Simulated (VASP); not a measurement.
Write the native input for VASP 6.6.1 that does the following.

| Quantity | Value |
| --- | --- |
| Task | single point |
| Functional | PBE |
| Potentials or basis | VASP PAW PBE potentials, release 64 (Si, Ge_d) |
| Cutoff | 520 eV |
| k mesh | 4 × 4 × 4 |
| Occupations | gaussian, width 0.1 eV |
| Spin | no spin polarisation |
| Dipole correction | no |
| Further INCAR settings | ALGO = Normal; EDIFF = 1e-07; NBANDS = 26 |

The structure of Si5Ge lies in POSCAR:

```
Si5Ge
1.0
    0.0000000000      3.6403924400      3.6403924400
    3.6403924400      0.0000000000      3.6403924400
    3.6403924400      3.6403924400      0.0000000000
Si Ge
5 1
Direct
    0.2500000000      0.2500000000      0.2500000000
    0.6242626200      0.1272121400      0.6242626200
    0.6242626200      0.6242626200      0.1272121400
    0.6242626200      0.6242626200      0.6242626200
    0.1272121400      0.6242626200      0.6242626200
    0.0000000000      0.0000000000      0.0000000000
```

The input as run:

INCAR

```
SYSTEM = Si5Ge
  ALGO = Normal
  EDIFF = 1E-7
  ENCUT = 520
  GGA = PE
  ISIF = 2
  ISMEAR = 0
  LASPH = .TRUE.
  LCHARG = .FALSE.
  LREAL = .FALSE.
  LWAVE = .FALSE.
  NBANDS = 26
  NELM = 60
  PREC = Accurate
  SIGMA = 0.1
```

KPOINTS

```
k-points
0
G
  4 4 4
  0 0 0
```

Potentials or basis: VASP PAW PBE potentials, release 64 (Si, Ge_d).

The run is started by

```console
$ cat potpaw_PBE.64/Si/POTCAR potpaw_PBE.64/Ge_d/POTCAR > POTCAR
$ mpirun -np 1 vasp_std > vasp.out
```

Results of the run:

```json
{
 "Pressure": "-1.3 GPa",
 "Largest force": "0.120 eV/Å",
 "Band gap on the k mesh": "zero (band 17 reaches 8.91 eV, above the bottom of band 18 at 6.68 eV)"
}
```

Caveat: the k points lie up to 0.37 Å⁻¹ apart.

Wall time 18 s on 1 thread of Intel(R) Xeon(R) Platinum 8488C (Sapphire Rapids) (shared host), peak memory 0.24 GiB.
